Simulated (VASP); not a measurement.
Runs of VASP 6.6.1 on Zr. The structure is that of space group P6_3/mmc (No. 194), or close to it. The cells are those of the table. 

| task | spin | cell | k mesh | cutoff (eV) | smearing | gap on the mesh (eV) | pressure (GPa) |
| --- | --- | --- | --- | --- | --- | --- | --- |
| single point | collinear | a = 3.149, b = 3.149, c = 5.070 Å, angles 90.0, 90.0, 120.0°, 2 atoms | 19 × 19 × 10 | 520 | fermi-dirac 0.05 eV | none | 0.1 |
| single point | off | a = 3.144, b = 3.144, c = 5.089 Å, angles 90.0, 90.0, 120.0°, 2 atoms | 19 × 19 × 10 | 520 | fermi-dirac 0.1 eV | none | 0.1 |
| single point | off | a = 3.226, b = 3.226, c = 5.222 Å, angles 90.0, 90.0, 120.0°, 2 atoms | 19 × 19 × 10 | 520 | fermi-dirac 0.1 eV | none | (a) |
| single point | off | a = 3.013, b = 3.013, c = 4.877 Å, angles 90.0, 90.0, 120.0°, 2 atoms | 19 × 19 × 10 | 520 | fermi-dirac 0.1 eV | none | (b) |
| relaxation of cell and atoms | off | relaxed from a = 3.232, b = 3.232, c = 5.147 Å, angles 90.0, 90.0, 120.0°, 2 atoms | 11 × 11 × 6 | 600 | fermi-dirac 0.1 eV | none | 0.0 |
| single point | off | a = 3.101, b = 3.101, c = 5.021 Å, angles 90.0, 90.0, 120.0°, 2 atoms | 19 × 19 × 10 | 520 | fermi-dirac 0.1 eV | none | 4.7 |
| single point | off | a = 3.058, b = 3.058, c = 4.950 Å, angles 90.0, 90.0, 120.0°, 2 atoms | 19 × 19 × 10 | 520 | fermi-dirac 0.1 eV | none | 10.1 |
| single point | off | a = 3.185, b = 3.185, c = 5.156 Å, angles 90.0, 90.0, 120.0°, 2 atoms | 19 × 19 × 10 | 520 | fermi-dirac 0.1 eV | none | -3.7 |

Alike in all rows: level LDA; potentials or basis VASP PAW LDA potentials, release 64 (Zr_sv).

Fill in the values left out.

(a) -6.9; (b) 16.5.

Caveats: the cell stands under pressure (at least some runs); the cell stands under tension (at least some runs).

A k mesh can miss the band edges, and the runs leave out spin-orbit coupling on Zr.

A gap of «none» marks levels without a gap at the run's occupations.
